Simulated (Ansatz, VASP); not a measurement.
Ru in VASP and in Ansatz

```xyz
2
Lattice="2.7058 -0.0135 -0.0135 -1.3646 2.3501 -0.0050 -0.0214 -0.0214 4.2819" Properties=species:S:1:pos:R:3 pbc="T T T"
Ru   -0.0132    1.5568    1.0627
Ru    1.3329    0.7583    3.2008
```

Change from the starting cell: equal xy, yz and zx shear strains of -1 %.

Alike in both runs: task single point; functional PBE; k mesh 14 × 14 × 8; occupations fermi-dirac, width 0.03 eV; no spin polarisation.

```csv
,VASP,Ansatz
version,VASP 6.6.1,Ansatz 0.2.0
potentials or method,"VASP PAW PBE potentials, release 64 (Ru_pv), cutoff 520 eV","all-electron LAPW, scalar-relativistic"
```

```tsv
	VASP	Ansatz	Ansatz less VASP
pressure (GPa)	4.6	4.6	+0.02
traceless stress, the component that is largest in VASP (GPa)	2.02	2.02	-0.004
rms of the force components (eV/Å)	0.028	0.028	+0.0001
```

Atom by atom the forces differ by 0.000 eV/Å (rms over components). Ansatz ran all-electron here, and VASP with PAW potentials.
